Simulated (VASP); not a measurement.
Here is a VASP 6.6.1 calculation.

INCAR

```
PREC = Accurate
ENCUT = 520
EDIFF = 1E-7
ISMEAR = 0
SIGMA = 0.1
LREAL = False
LASPH = True
NELM = 100
ALGO = Normal
ISIF = 2
LWAVE = False
LCHARG = False
GGA = PE
NBANDS = 14
```

The input KPOINTS:

```
Automatic mesh
0
Gamma
  6 6 6
```

The input POSCAR:

```
AlAs2
1.0
    1.9144617536      1.1053150088      4.7639518223
   -1.9144617536      1.1053150088      4.7639518223
    0.0000000000     -2.2106300176      4.7639518223
Al As
1 2
Direct
    0.0000000000      0.0000000000      0.0000000000
    0.7663849829      0.7663849829      0.7663849829
    0.2336150171      0.2336150171      0.2336150171
```

Potentials or basis: VASP PAW PBE potentials, release 64 (Al, As).

The run is started by

```bash
$ cat potpaw_PBE.64/Al/POTCAR potpaw_PBE.64/As/POTCAR > POTCAR
$ mpirun -np 1 vasp_std > vasp.out
```

Task: What does it give for the largest force?

Result: 0.023 eV/Å.

Task: Predict the pressure.

Result: 0.2 GPa.

Forces in eV/Å, atoms in the order of the input:
```
Al   0.000  0.000  0.000
As   0.000  0.000 -0.023
As   0.000  0.000  0.023
```
